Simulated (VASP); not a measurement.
A run of VASP 6.6.1:

Contents of INCAR:

```
ALGO = Normal ; EDIFF = 1E-6
ENCUT = 520 ; GGA = PE
ISIF = 2 ; ISMEAR = 0
LASPH = True ; LCHARG = False
LREAL = False ; LWAVE = False
NBANDS = 29 ; NELM = 80
PREC = Accurate ; SIGMA = 0.1
```

File KPOINTS:

```
k-points
0
Gamma
  10 10 4
```

The input POSCAR:

```
Sc2BSb3
1.0
    3.7138852868      0.0000000000      0.0000000000
    0.0000000000      3.7138852868      0.0000000000
    0.0000000000      0.0000000000      9.0447166623
Sc B Sb
2 1 3
Direct
    0.5000000000      0.0000000000      0.7567472446
    0.0000000000      0.5000000000      0.2432527554
    0.5000000000      0.5000000000      0.0000000000
    0.5000000000      0.0000000000      0.3985139302
    0.0000000000      0.5000000000      0.6014860698
    0.0000000000      0.0000000000      0.0000000000
```

Potentials or basis: VASP PAW PBE potentials, release 64 (Sc_sv, B, Sb).

Command:

```sh
$ cat potpaw_PBE.64/Sc_sv/POTCAR potpaw_PBE.64/B/POTCAR potpaw_PBE.64/Sb/POTCAR > POTCAR
$ mpirun -np 1 vasp_std > vasp.out
```

Hardware: 1 thread of Intel(R) Xeon(R) Platinum 8488C (Sapphire Rapids) (shared host).

How long does it take, and how much memory?

Wall time 3.4 min on 1 thread of Intel(R) Xeon(R) Platinum 8488C (Sapphire Rapids) (shared host), peak memory 0.37 GiB. Counts: scf iterations 15, k points 63.
